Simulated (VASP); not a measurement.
# Ag (P2_1/m) in VASP: a series of runs

The runs below take Ag through single point, with PBEsol.

All numbers are computed with VASP 6.6.1; they aren't measurements. Logs are shortened: lines on timing, memory, paths and dates and some standing lists are left out, and cuts for length are marked.

**1. The cell of the first run**

Symmetry: P2_1/m, No. 11, monoclinic system. The conventional cell has a = 2.930 Å, b = 4.790 Å, c = 2.930 Å, α = 90.00°, β = 120.00°, γ = 90.00°. Ag (site symmetry m) has 12 Ag at 2.56 to 3.37 Å within 3.4 Å.

**2. Single point, PBEsol (atom 1 (Ag) moved by (-0.600, -0.600) A along x and y)**

INCAR

```
SYSTEM = Ag
  ALGO = Fast
  EDIFF = 1E-6
  ENCUT = 520
  GGA = PS
  ISIF = 2
  ISMEAR = 0
  LASPH = .TRUE.
  LCHARG = .FALSE.
  LREAL = .FALSE.
  LWAVE = .FALSE.
  NBANDS = 18
  NELM = 60
  PREC = Accurate
  SIGMA = 0.15
```

KPOINTS

```
k-points
0
G
  18 18 10
  0 0 0
```

POSCAR

```
Ag
1.0
    2.9299980804      0.0000000000      0.0000000000
   -1.4649990402      2.5374527707      0.0000000000
    0.0000000000      0.0000000000      4.7900000000
Ag
2
Direct
    0.0103262407      0.4302090636      0.2500000000
    0.6666666667      0.3333333333      0.7500000000
```

Potentials or basis: VASP PAW PBE potentials, release 64 (Ag).

On the command line:

```bash
$ cat potpaw_PBE.64/Ag/POTCAR > POTCAR
$ mpirun -np 1 vasp_std > vasp.out
```

OUTCAR:

```text
SYSTEM = Ag
   EDIFF = 1E-6
   ENCUT = 520
   GGA = PS
   ISIF = 2
   ISMEAR = 0
   LASPH = .TRUE.
   LREAL = .FALSE.
   NELM = 60
   PREC = Accurate

 ion  position               nearest neighbor table
   1  0.010  0.430  0.250-   2 2.56   2 2.56   2 3.17   2 3.17   2 3.37   2 3.37
   2  0.667  0.333  0.750-   1 2.56   1 2.56   1 3.17   1 3.17   1 3.37   1 3.37

  LATTYP: Found a hexagonal cell.
 ALAT       =     2.9299980804
 C/A-ratio  =     1.6348133577

  Lattice vectors:

 A1 = (   2.9299980804,   0.0000000000,   0.0000000000)
 A2 = (  -1.4649990402,   2.5374527707,   0.0000000000)
 A3 = (   0.0000000000,   0.0000000000,   4.7900000000)

Analysis of symmetry for initial positions (statically):
=====================================================================
 Subroutine PRICEL returns:
 Original cell was already a primitive cell.

 Routine SETGRP: Setting up the symmetry group for a
 hexagonal supercell.

 Subroutine GETGRP returns: Found  4 space group operations
 (whereof  1 operations were pure point group operations)
 out of a pool of 24 trial point group operations.

The static configuration has the point symmetry C_1 .
 The point group associated with its full space group is C_2h.

Analysis of symmetry for dynamics (positions and initial velocities):
=====================================================================
 Subroutine PRICEL returns:
 Original cell was already a primitive cell.

 Routine SETGRP: Setting up the symmetry group for a
 hexagonal supercell.

 Subroutine GETGRP returns: Found  4 space group operations
 (whereof  1 operations were pure point group operations)
 out of a pool of 24 trial point group operations.

The dynamic configuration has the point symmetry C_1 .
 The point group associated with its full space group is C_2h.

 Subroutine INISYM returns: Found  4 space group operations
 (whereof  1 operations are pure point group operations),
 and found     1 'primitive' translations

----------------------------------------------------------------------------------------

                                     Primitive cell

  volume of cell :      35.6124

  direct lattice vectors                    reciprocal lattice vectors
     2.929998080  0.000000000  0.000000000     0.341297152  0.197048003  0.000000000
    -1.464999040  2.537452771  0.000000000     0.000000000  0.394096005  0.000000000
     0.000000000  0.000000000  4.790000000     0.000000000  0.000000000  0.208768267

  length of vectors
     2.929998080  2.929998080  4.790000000     0.394096005  0.394096005  0.208768267

  position of ions in fractional coordinates (direct lattice)
     0.010326241  0.430209064  0.250000000
     0.666666667  0.333333333  0.750000000

  ion indices of the primitive-cell ions
   primitive index   ion index
                 1           1
                 2           2

----------------------------------------------------------------------------------------

 KPOINTS: k-points

Automatic generation of k-mesh.
 Grid dimensions read from file:
 generate k-points for:   18   18   10

 Generating k-lattice:

  Cartesian coordinates                     Fractional coordinates (reciprocal lattice)
     0.018960953  0.010947111  0.000000000     0.055555556  0.000000000  0.000000000
     0.000000000  0.021894223  0.000000000     0.000000000  0.055555556  0.000000000
     0.000000000  0.000000000  0.020876827     0.000000000  0.000000000  0.100000000

  Length of vectors
     0.021894223  0.021894223  0.020876827

  Shift w.r.t. Gamma in fractional coordinates (k-lattice)
     0.000000000  0.000000000  0.000000000

 Subroutine IBZKPT returns following result:
 ===========================================

 Found    984 irreducible k-points:

 Following reciprocal coordinates:
            Coordinates               Weight
  0.000000  0.000000  0.000000      1.000000
  0.055556  0.000000  0.000000      2.000000
  0.000000  0.055556  0.000000      2.000000
 -0.055556  0.055556  0.000000      2.000000
  0.111111  0.000000  0.000000      2.000000
  0.000000  0.111111  0.000000      2.000000
[... 16 lines left out ...]
  0.444444  0.000000  0.000000      2.000000
  0.000000  0.444444  0.000000      2.000000
 [... further k-points ...]
   k-points           NKPTS =    984   k-points in BZ     NKDIM =    984   number of bands    NBANDS=     18
   number of dos      NEDOS =    301   number of ions     NIONS =      2
   total plane-waves  NPLWV =  20736
   dimension x,y,z NGX =    24 NGY =   24 NGZ =   36
   dimension x,y,z NGXF=    48 NGYF=   48 NGZF=   72
   ions per type =               2
   NGX,Y,Z   is equivalent  to a cutoff of  13.62, 13.62, 12.49 a.u.
   NGXF,Y,Z  is equivalent  to a cutoff of  27.23, 27.23, 24.99 a.u.
 SYSTEM =  Ag
   PREC   = accura    normal or accurate (medium, high low for compatibility)
   ISTART =      0    job   : 0-new  1-cont  2-samecut
   ICHARG =      2    charge: 1-file 2-atom 10-const
   ISPIN  =      1    spin polarized calculation?
   LNONCOLLINEAR =      F non collinear calculations
   LSORBIT =      F    spin-orbit coupling
   LASPH  =      T    aspherical Exc in radial PAW
   ENCUT  =  520.0 eV  38.22 Ry    6.18 a.u.   5.45  5.45  8.91*2*pi/ulx,y,z
   NELM   =     60;   NELMIN=  2; NELMDL= -5     # of ELM steps
   EDIFF  = 0.1E-05   stopping-criterion for ELM
   LREAL  =      F    real-space projection
   EDIFFG = 0.1E-04   stopping-criterion for IOM
   NSW    =      0    number of steps for IOM
   IBRION =     -1    ionic relax: 0-MD 1-quasi-New 2-CG
   NFREE  =      0    steps in history (QN), initial steepest desc. (CG)
   ISIF   =      2    stress and relaxation
   ISYM   =      2    0-nonsym 1-usesym 2-fastsym
   POTIM  = 0.5000    time-step for ionic-motion
   TEBEG  =    0.0;   TEEND  =   0.0 temperature during run
   PSTRESS=    0.0 pullay stress
   NELECT =      22.0000    total number of electrons
   NUPDOWN=      -1.0000    fix difference up-down
   EMIN   =  10.00;   EMAX   =-10.00  energy-range for DOS
   EFERMI =   0.00;   METHOD = LEGACY
   ISMEAR =     0;   SIGMA  =   0.15  broadening in eV -4-tet -1-fermi 0-gaus
   EFERMI_NEDOS =   21; number of points for ismear=-14 and -15
   IALGO  =     68    algorithm
   IMIX   =      4    mixing-type and parameters
     AMIX     =   0.40;   BMIX     =  1.00
     AMIX_MAG =   1.60;   BMIX_MAG =  1.00
  volume/ion in A,a.u.               =      17.81       120.16
  Fermi-wavevector in a.u.,A,eV,Ry     =   1.394276  2.634800 26.449806  1.944006
  Thomas-Fermi vector in A             =   2.517841
   LORBIT       =      0    0 simple, 1 ext, 2 COOP (PROOUT), +10 PAW based schemes
   GGA     = PS    functional components
   LHFCALC =     F    Hartree Fock is set to
   AEXX    =    0.0000 exact exchange contribution
   IVDW    =     0    specifies the selected vdW correction
   LEPSILON=     F    determine dielectric tensor
   LRPA    =     F    only Hartree local field effects (RPA)
 non-spin polarized calculation
 RMM-DIIS sequential band-by-band and
 Gauss-broadening in eV      SIGMA  =   0.15
  energy-cutoff  :      520.00
  volume of cell :       35.61
 maximum number of plane-waves:       990
 NGX is ok and might be reduce to    24
   NGX = 11   NGY = 11   NGZ = 17

 number of electron      22.0000000 magnetization

 Free energy of the ion-electron system (eV)
  ---------------------------------------------------
  ext. energy  EPLUGINS =         0.00000000
  ---------------------------------------------------
  free energy    TOTEN  =        -6.19141625 eV

  energy without entropy =       -6.18435893  energy(sigma->0) =       -6.18788759

 E-fermi :   7.6176     XC(G=0): -12.1252

 val. band max:        7.6144826875   @ k =  -0.4444   0.4444   0.4000
 cond. band min:       7.6177335818   @ k =  -0.2778   0.5000  -0.3000
 fundamental gap:      0.0032508943
 Fermi energy:         7.6175703130

 k-point     1 :       0.0000    0.0000    0.0000
  band No.  band energies     occupation
      1       0.1447      2.00000
      2       1.8269      2.00000
      3       2.0505      2.00000
      4       3.1569      2.00000
      5       3.1674      2.00000
      6       3.3589      2.00000
[... 10 lines left out ...]
     17      25.8889      0.00000
     18      26.4182      0.00000

 k-point     2 :       0.0556    0.0000    0.0000
  band No.  band energies     occupation
      1       0.2264      2.00000
      2       1.8526      2.00000
      3       2.1013      2.00000
      4       3.1421      2.00000
      5       3.1989      2.00000
      6       3.3497      2.00000
[... 10 lines left out ...]
     17      25.7517      0.00000
     18      26.2181      0.00000

 k-point     3 :       0.0000    0.0556    0.0000
  band No.  band energies     occupation
      1       0.2223      2.00000
      2       1.8672      2.00000
      3       2.0759      2.00000
      4       3.1324      2.00000
      5       3.2186      2.00000
      6       3.3499      2.00000
[... 10 lines left out ...]
     17      25.7298      0.00000
     18      26.8053      0.00000

 k-point     4 :      -0.0556    0.0556    0.0000
  band No.  band energies     occupation
      1       0.2249      2.00000
      2       1.8647      2.00000
      3       2.0909      2.00000
      4       3.1192      2.00000
      5       3.1926      2.00000
      6       3.3819      2.00000
[... 10 lines left out ...]
     17      25.7496      0.00000
     18      26.8606      0.00000

 k-point     5 :       0.1111    0.0000    0.0000
  band No.  band energies     occupation
      1       0.4643      2.00000
      2       1.9102      2.00000
      3       2.2590      2.00000
      4       3.0586      2.00000
      5       3.3186      2.00000
      6       3.3445      2.00000
[... 10 lines left out ...]
     17      25.9571      0.00000
     18      26.3555      0.00000

 k-point     6 :       0.0000    0.1111    0.0000
  band No.  band energies     occupation
      1       0.4437      2.00000
      2       1.9706      2.00000
      3       2.1550      2.00000
      4       3.0765      2.00000
      5       3.1673      2.00000
      6       3.3297      2.00000
[... 10 lines left out ...]
     17      25.9627      0.00000
     18      26.3101      0.00000

 k-point     7 :      -0.1111    0.1111    0.0000
  band No.  band energies     occupation
      1       0.4567      2.00000
      2       1.9636      2.00000
      3       2.2102      2.00000
      4       3.0390      2.00000
      5       3.2086      2.00000
      6       3.2930      2.00000
[... 10 lines left out ...]
     17      26.0671      0.00000
     18      26.6569      0.00000

 k-point     8 :       0.1667    0.0000    0.0000
  band No.  band energies     occupation
      1       0.8327      2.00000
      2       1.9663      2.00000
      3       2.5062      2.00000
      4       2.9438      2.00000
      5       3.2506      2.00000
      6       3.3657      2.00000
[... 10 lines left out ...]
     17      24.7709      0.00000
     18      26.1445      0.00000
[... 229 lines left out ...]
     17      21.0126      0.00000
     18      21.6562      0.00000

 k-point    20 :       0.3889    0.0000    0.0000
  band No.  band energies     occupation
      1       1.7272      2.00000
      2       2.1716      2.00000
      3       2.2148      2.00000
      4       2.4843      2.00000
      5       2.9727      2.00000
      6       3.1309      2.00000
[... 10 lines left out ...]
     17      19.3874      0.00000
     18      23.5203      0.00000

 k-point    21 :       0.0000    0.3889    0.0000
  band No.  band energies     occupation
      1       1.4507      2.00000
      2       1.6001      2.00000
      3       1.9194      2.00000
      4       2.6158      2.00000
      5       3.3577      2.00000
      6       4.1070      2.00000
[... 10 lines left out ...]
     17      20.1272      0.00000
     18      21.4975      0.00000

 k-point    22 :      -0.3889    0.3889    0.0000
  band No.  band energies     occupation
      1       1.7587      2.00000
      2       1.8554      2.00000
      3       2.1767      2.00000
      4       2.2628      2.00000
      5       3.3793      2.00000
      6       3.6921      2.00000
[... 10 lines left out ...]
     17      20.3844      0.00000
     18      21.1854      0.00000

 k-point    23 :       0.4444    0.0000    0.0000
  band No.  band energies     occupation
      1       1.6559      2.00000
      2       2.1064      2.00000
      3       2.2825      2.00000
      4       2.4096      2.00000
      5       2.9207      2.00000
      6       3.0679      2.00000
[... 10 lines left out ...]
     17      18.4483      0.00000
     18      23.3573      0.00000

 k-point    24 :       0.0000    0.4444    0.0000
  band No.  band energies     occupation
      1       1.4449      2.00000
      2       1.4763      2.00000
      3       1.8567      2.00000
      4       2.6170      2.00000
      5       3.3332      2.00000
      6       4.1018      2.00000
[... 10 lines left out ...]
     17      19.7660      0.00000
     18      21.2052      0.00000

 [... further k-points ...]

------------------------ aborting loop because EDIFF is reached ----------------------------------------

  FORCE on cell =-STRESS in cart. coord.  units (eV):
  Direction    XX          YY          ZZ          XY          YZ          ZX
  --------------------------------------------------------------------------------------
  -------------------------------------------------------------------------------------
  Total       -1.1546931     -1.9835319      2.8007332      0.2208087      0.0000000      0.0000000
  in kB      -51.9488996    -89.2378189    126.0031804      9.9340392      0.0000000      0.0000000
  external PRESSURE =      -5.0611793 kB  Pullay stress =       0.0000000 kB

 VOLUME and BASIS-vectors are now :
 -----------------------------------------------------------------------------
  energy-cutoff  :      520.00
  volume of cell :       35.61
      direct lattice vectors                 reciprocal lattice vectors
     2.929998080  0.000000000  0.000000000     0.341297152  0.197048003  0.000000000
    -1.464999040  2.537452771  0.000000000     0.000000000  0.394096005  0.000000000
     0.000000000  0.000000000  4.790000000     0.000000000  0.000000000  0.208768267

 POSITION                                       TOTAL-FORCE (eV/Angst)
 -----------------------------------------------------------------------------------
     -0.60000      1.09164      1.19750         0.918334      0.269977      0.000000
      1.46500      0.84582      3.59250        -0.918334     -0.269977     -0.000000
 -----------------------------------------------------------------------------------
    total drift:                               -0.000003     -0.000002     -0.000000

  FREE ENERGIE OF THE ION-ELECTRON SYSTEM (eV)
  ---------------------------------------------------
  free  energy   TOTEN  =        -6.1914162469 eV

  energy  without entropy=       -6.1843589329  energy(sigma->0) =       -6.18788759
```

Wall time 8.1 min (1 thread of AMD EPYC 9755, shared host); peak memory 0.54 GiB.

What came out:

```yaml
Free_energy: -6.1914 eV
Pressure: -0.5 GPa
Largest_force: 0.957 eV/Å
Band_gap_on_the_k_mesh: zero (bands 11 and 12 overlap by 6.95 eV)
```

Forces in eV/Å, atoms in the order of the input:
```
Ag   0.918  0.270  0.000
Ag  -0.918 -0.270  0.000
```

Stress tensor (GPa, compression positive):
```
-5.19  0.99  0.00
 0.99 -8.92  0.00
 0.00  0.00 12.60
```

Levels at points of the mesh, in eV from the Fermi level:
```
           k point  band 7  band 8  band 9  band 10  band 11  band 12  band 13  band 14  band 15  band 16
(0.00, 0.00, 0.00)   -4.25   -4.03   -4.01    -3.23    -2.99    -0.26     3.61    15.66    16.03    18.02
(0.50, 0.00, 0.00)   -3.45   -2.95   -2.89    -2.77     0.18     1.49     6.65     7.18     9.16    10.10
(0.00, 0.50, 0.00)   -3.41   -2.91   -2.79    -2.51    -0.70     2.19     5.36     5.50    10.45    11.51
(0.50, 0.50, 0.00)   -3.53   -3.24   -2.81    -2.74    -0.18     1.81     6.11     6.32     9.72    10.81
(0.00, 0.00, 0.50)   -4.41   -4.41   -3.36    -3.36    -3.02    -3.02    10.76    10.76    16.14    16.14
(0.50, 0.00, 0.50)   -2.82   -2.82   -2.74    -2.74     0.77     0.77     4.36     4.36    12.89    12.89
(0.00, 0.50, 0.50)   -2.94   -2.94   -2.82    -2.82     1.92     1.92     3.22     3.22    12.10    12.10
(0.50, 0.50, 0.50)   -2.85   -2.85   -2.80    -2.80     1.18     1.18     3.97     3.97    12.03    12.03
```

Caveat: the cell differs from its parent crystal (atom 1 (Ag) moved by (-0.600, -0.600) A along x and y); the stress differs along the axes, from -9 to 13 GPa; the PAW data sets were made with another functional, which shifts forces and pressure a little.

**3. Single point, PBEsol (atom 1 (Ag) moved by (-0.600, +0.000) A along x and y)**

INCAR

```
ALGO = Fast ; EDIFF = 1E-7
ENCUT = 520 ; GGA = PS
ISIF = 2 ; ISMEAR = 0
LASPH = T ; LCHARG = T
LELF = T ; LREAL = F
LVHAR = T ; LWAVE = F
NBANDS = 18 ; NELM = 80
PREC = Accurate ; SIGMA = 0.15
```

KPOINTS

```
k-points
0
Gamma
  18 18 10
```

Edit POSCAR of step 2 so:

```diff
@@ -8,3 +8,3 @@
 Direct
-    0.0103262407      0.4302090636      0.2500000000
+    0.1285550422      0.6666666667      0.2500000000
     0.6666666667      0.3333333333      0.7500000000
```

Potentials or basis: VASP PAW PBE potentials, release 64 (Ag).

On the command line:

```bash
$ cat potpaw_PBE.64/Ag/POTCAR > POTCAR
$ mpirun -np 1 vasp_std > vasp.out
```

It took 10 min on 1 thread of AMD EPYC 9755, shared host; peak memory 0.54 GiB.

It converged, with:

```yaml
Free_energy: -6.4286 eV
Pressure: -4.2 GPa
Largest_force: 0.538 eV/Å
Band_gap_on_the_k_mesh: zero (bands 11 and 12 overlap by 7.24 eV)
```

Forces on the atoms (eV/Å):
```
Ag   0.411  0.348  0.000
Ag  -0.411 -0.348  0.000
```

Stress tensor (GPa, compression positive):
```
-6.98  2.05  0.00
 2.05 -6.17  0.00
 0.00  0.00  0.51
```

Levels at points of the mesh, in eV from the Fermi level:
| k point | band 8 | band 9 | band 10 | band 11 | band 12 | band 13 | band 14 | band 15 |
| --- | --- | --- | --- | --- | --- | --- | --- | --- |
| (0.00, 0.00, 0.00) | -4.12 | -3.71 | -3.24 | -2.76 | -0.30 | 3.45 | 15.33 | 15.99 |
| (0.50, 0.00, 0.00) | -3.09 | -2.93 | -2.74 | 0.61 | 1.00 | 7.43 | 8.18 | 8.25 |
| (0.00, 0.50, 0.00) | -3.52 | -2.84 | -2.79 | 0.12 | 1.48 | 6.61 | 7.00 | 9.05 |
| (0.50, 0.50, 0.00) | -2.91 | -2.76 | -2.76 | -0.64 | 2.13 | 5.43 | 5.58 | 10.30 |
| (0.00, 0.00, 0.50) | -4.38 | -3.34 | -3.34 | -3.32 | -3.32 | 10.78 | 10.78 | 16.21 |
| (0.50, 0.00, 0.50) | -2.84 | -2.62 | -2.62 | 0.47 | 0.47 | 4.65 | 4.65 | 12.64 |
| (0.00, 0.50, 0.50) | -2.86 | -2.75 | -2.75 | 0.79 | 0.79 | 4.34 | 4.34 | 12.05 |
| (0.50, 0.50, 0.50) | -3.31 | -2.82 | -2.82 | 1.74 | 1.74 | 3.37 | 3.37 | 12.72 |

Caveat: the cell differs from its parent crystal (atom 1 (Ag) moved by (-0.600, +0.000) A along x and y); the stress differs along the axes, from -7 to 1 GPa; the PAW data sets were made with another functional, which shifts forces and pressure a little.
